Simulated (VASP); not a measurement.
# HgTe in VASP: notebook, part 2 of 2

VASP 6.6.1.

## Step 4: Single point, r2SCAN (strain along [111] +0.5%)

The input, POSCAR:

```
HgTe
1.0
    0.0109638596      3.3001217484      3.3001217484
    3.3001217484      0.0109638596      3.3001217484
    3.3001217484      3.3001217484      0.0109638596
Hg Te
1 1
Direct
    0.0003321242      0.0003321242      0.0003321242
    0.2496678758      0.2496678758      0.2496678758
```

The input, INCAR.step1:

```
ALGO = Normal ; EDIFF = 1E-4
ENCUT = 520 ; GGA = PE
ISMEAR = -1 ; LASPH = T
LCHARG = F ; LREAL = F
LWAVE = T ; NBANDS = 16
NELM = 60 ; PREC = Accurate
SIGMA = 0.02
```

The input, INCAR.step2:

```
ALGO = Normal ; EDIFF = 1E-7
ENCUT = 520 ; ISIF = 2
ISMEAR = -1 ; ISTART = 1
LASPH = T ; LCHARG = F
LMIXTAU = T ; LREAL = F
LWAVE = F ; METAGGA = R2SCAN
NBANDS = 16 ; NELM = 60
PREC = Accurate ; SIGMA = 0.02
```

The input, KPOINTS:

```
k-points
0
Gamma
  6 6 6
```

Potentials or basis: VASP PAW PBE potentials, release 64 (Hg, Te).

Started as:

```
$ cat potpaw_PBE.64/Hg/POTCAR potpaw_PBE.64/Te/POTCAR > POTCAR
$ cp INCAR.step1 INCAR
$ mpirun -np 1 vasp_std > vasp.out
$ cp INCAR.step2 INCAR
$ mpirun -np 1 vasp_std > vasp.out
```

OUTCAR:

```text
EDIFF = 1E-7
   ENCUT = 520
   ISIF = 2
   ISMEAR = -1
   ISTART = 1
   LASPH = T
   LREAL = F
   METAGGA = R2SCAN
   NELM = 60
   PREC = Accurate

 ion  position               nearest neighbor table
   1  0.000  0.000  0.000-   2 2.85   2 2.85   2 2.85   2 2.86
   2  0.250  0.250  0.250-   1 2.85   1 2.85   1 2.85   1 2.86

  LATTYP: Found a trigonal (rhomboedric) cell.
 ALAT       =     4.6670898122
 COS(alpha) =     0.5033194815

  Lattice vectors:

 A1 = (   0.0109638596,   3.3001217484,   3.3001217484)
 A2 = (   3.3001217484,   0.0109638596,   3.3001217484)
 A3 = (   3.3001217484,   3.3001217484,   0.0109638596)

Analysis of symmetry for initial positions (statically):
=====================================================================
 Subroutine PRICEL returns:
 Original cell was already a primitive cell.

 Routine SETGRP: Setting up the symmetry group for a
 trigonal (rhombohedral) supercell.

 Subroutine GETGRP returns: Found  6 space group operations
 (whereof  6 operations were pure point group operations)
 out of a pool of 12 trial point group operations.

The static configuration has the point symmetry C_3v.

Analysis of symmetry for dynamics (positions and initial velocities):
=====================================================================
 Subroutine PRICEL returns:
 Original cell was already a primitive cell.

 Routine SETGRP: Setting up the symmetry group for a
 trigonal (rhombohedral) supercell.

 Subroutine GETGRP returns: Found  6 space group operations
 (whereof  6 operations were pure point group operations)
 out of a pool of 12 trial point group operations.

The dynamic configuration has the point symmetry C_3v.

 Subroutine INISYM returns: Found  6 space group operations
 (whereof  6 operations are pure point group operations),
 and found     1 'primitive' translations

----------------------------------------------------------------------------------------

[... 109 lines left out ...]
   IALGO  =     38    algorithm
   IMIX   =      4    mixing-type and parameters
     AMIX     =   0.40;   BMIX     =  1.00
     AMIX_MAG =   1.60;   BMIX_MAG =  1.00
  volume/ion in A,a.u.               =      35.76       241.33
  Fermi-wavevector in a.u.,A,eV,Ry     =   1.033591  1.953205 14.535259  1.068311
  Thomas-Fermi vector in A             =   2.167846
   LORBIT       =      0    0 simple, 1 ext, 2 COOP (PROOUT), +10 PAW based schemes
   METAGGA = R2SCAN    functional components
   LHFCALC =     F    Hartree Fock is set to
   AEXX    =    0.0000 exact exchange contribution
   IVDW    =     0    specifies the selected vdW correction
   LEPSILON=     F    determine dielectric tensor
   LRPA    =     F    only Hartree local field effects (RPA)
 non-spin polarized calculation
  energy-cutoff  :      520.00
  volume of cell :       71.52
 maximum number of plane-waves:      1944
   NGX = 17   NGY = 17   NGZ = 17

 number of electron      18.0000000 magnetization

 Free energy of the ion-electron system (eV)
  ---------------------------------------------------
  ext. energy  EPLUGINS =         0.00000000
  ---------------------------------------------------
  free energy    TOTEN  =       -75.15391398 eV

  energy without entropy =      -75.15357270  energy(sigma->0) =      -75.15374334

 E-fermi :   2.2874     XC(G=0):  -9.0403

 val. band max:        2.2794655762   @ k =   0.0000   0.0000   0.0000
 cond. band min:       3.1998593196   @ k =   0.5000  -0.0000  -0.0000
 fundamental gap:      0.9203937434
 Fermi energy:         2.2874201742

 k-point     1 :       0.0000    0.0000    0.0000
  band No.  band energies     occupation
      1      -9.7197      2.00000
      2      -5.0449      2.00000
      3      -5.0424      2.00000
      4      -5.0424      2.00000
      5      -4.5421      2.00000
      6      -4.5421      2.00000
[... 433 lines left out ...]
      3      -4.7785      2.00000
      4      -4.6500      2.00000
      5      -4.5243      2.00000
      6      -4.0154      2.00000
[... 8 lines left out ...]
     15      13.5269      0.00000
     16      13.8273      0.00000

 [... further k-points ...]

------------------------ aborting loop because EDIFF is reached ----------------------------------------

  FORCE on cell =-STRESS in cart. coord.  units (eV):
  Direction    XX          YY          ZZ          XY          YZ          ZX
  --------------------------------------------------------------------------------------
  -------------------------------------------------------------------------------------
  Total       -0.0802632     -0.0802632     -0.0802632     -0.0292401     -0.0292401     -0.0292401
  in kB       -1.7979469     -1.7979469     -1.7979469     -0.6549978     -0.6549978     -0.6549978
  external PRESSURE =      -1.7979469 kB  Pullay stress =       0.0000000 kB

 VOLUME and BASIS-vectors are now :
 -----------------------------------------------------------------------------
  energy-cutoff  :      520.00
  volume of cell :       71.52
      direct lattice vectors                 reciprocal lattice vectors
     0.010963860  3.300121748  3.300121748    -0.152266691  0.151762497  0.151762497
     3.300121748  0.010963860  3.300121748     0.151762497 -0.152266691  0.151762497
     3.300121748  3.300121748  0.010963860     0.151762497  0.151762497 -0.152266691

 POSITION                                       TOTAL-FORCE (eV/Angst)
 -----------------------------------------------------------------------------------
      0.00220      0.00220      0.00220         0.001048      0.001048      0.001048
      1.65061      1.65061      1.65061        -0.001048     -0.001048     -0.001048
 -----------------------------------------------------------------------------------
    total drift:                                0.000108      0.000108      0.000108

  FREE ENERGIE OF THE ION-ELECTRON SYSTEM (eV)
  ---------------------------------------------------
  free  energy   TOTEN  =       -75.1539139849 eV

  energy  without entropy=      -75.1535726976  energy(sigma->0) =      -75.15374334
```

OUTCAR.step1:

```text
EDIFF = 1E-4
   ENCUT = 520
   GGA = PE
   ISMEAR = -1
   LASPH = T
   LREAL = F
[... 675 lines left out ...]
 -----------------------------------------------------------------------------------
      0.00220      0.00220      0.00220         0.001434      0.001434      0.001434
      1.65061      1.65061      1.65061        -0.001434     -0.001434     -0.001434
 -----------------------------------------------------------------------------------
    total drift:                                0.000101      0.000101      0.000101

  FREE ENERGIE OF THE ION-ELECTRON SYSTEM (eV)
  ---------------------------------------------------
  free  energy   TOTEN  =        -3.6332980635 eV

  energy  without entropy=       -3.6329561616  energy(sigma->0) =       -3.63312711
```

OSZICAR.step1:

```text
N       E                     dE             d eps       ncg     rms          rms(c)
DAV:   1     0.103389857769E+03    0.10339E+03   -0.79321E+03  1024   0.965E+02
DAV:   2    -0.154709944693E-01   -0.10341E+03   -0.96821E+02  1160   0.222E+02
DAV:   3    -0.380149183176E+01   -0.37860E+01   -0.37770E+01  1320   0.440E+01
DAV:   4    -0.383910359458E+01   -0.37612E-01   -0.37610E-01  1488   0.390E+00
DAV:   5    -0.383925054806E+01   -0.14695E-03   -0.14695E-03  1360   0.205E-01    0.674E+00
DAV:   6    -0.364024986081E+01    0.19900E+00   -0.39019E-01  1200   0.812E+00    0.542E+00
DAV:   7    -0.363376575882E+01    0.64841E-02   -0.90875E-02  1136   0.202E+00    0.210E+00
DAV:   8    -0.363326979545E+01    0.49596E-03   -0.93199E-03  1160   0.108E+00    0.473E-01
DAV:   9    -0.363329806348E+01   -0.28268E-04   -0.72793E-04  1240   0.305E-01
   1 F= -.36332981E+01 E0= -.36331271E+01  d E =-.341902E-03
```

Wall time 92 s (1 thread of Intel Xeon Platinum 8488C (Sapphire Rapids), shared host); peak memory 0.23 GiB.

What came out:

```yaml
Free_energy: -75.1539 eV
Pressure: -0.2 GPa
Band_gap_on_the_k_mesh: zero (filled and empty bands touch)
```

Levels at points of the mesh, in eV from the Fermi level:
| k point | band 5 | band 6 | band 7 | band 8 | band 9 | band 10 | band 11 | band 12 | band 13 | band 14 |
| --- | --- | --- | --- | --- | --- | --- | --- | --- | --- | --- |
| (0.00, 0.00, 0.00) | -6.83 | -6.83 | -0.58 | -0.03 | -0.01 | -0.01 | 4.63 | 4.67 | 4.67 | 6.79 |
| (0.50, 0.00, 0.00) | -6.81 | -6.54 | -5.27 | -0.94 | -0.92 | 0.91 | 5.41 | 5.41 | 7.12 | 8.21 |
| (0.50, 0.50, 0.00) | -6.77 | -6.41 | -5.28 | -2.14 | -2.11 | 2.08 | 2.86 | 8.46 | 9.18 | 9.19 |
| (0.50, 0.50, 0.50) | -6.81 | -6.55 | -5.29 | -0.91 | -0.91 | 0.97 | 5.44 | 5.44 | 7.13 | 8.20 |

Caveat: the cell differs from its parent crystal (strain along [111] +0.5%); the PAW data sets were made with another functional, which shifts forces and pressure a little; spin-orbit coupling is left out, which moves the levels of the heavy elements.

## Step 5: Overview

| cell | gap on the mesh (eV) | pressure (GPa) |
| --- | --- | --- |
| a = 4.652, b = 4.594, c = 4.594 Å, angles 60.8, 59.6, 59.6°, 2 atoms | 0.08 | 1.1 |
| a = 4.668, b = 4.668, c = 4.559 Å, angles 60.8, 60.8, 58.5°, 2 atoms | none | 0.6 |
| a = 4.667 Å, angles 59.8°, 2 atoms | none | -0.2 |

Alike in all rows: task single point; level r2SCAN; potentials or basis VASP PAW PBE potentials, release 64 (Hg, Te); no spin polarisation; k mesh 6 × 6 × 6; cutoff (eV) 520; smearing fermi-dirac 0.02 eV.

Caveats: the PAW data sets were made with another functional, which shifts forces and pressure a little; spin-orbit coupling is left out, which moves the levels of the heavy elements.

Total energies depend on the potentials used, so only differences within one code and one set of settings carry meaning.
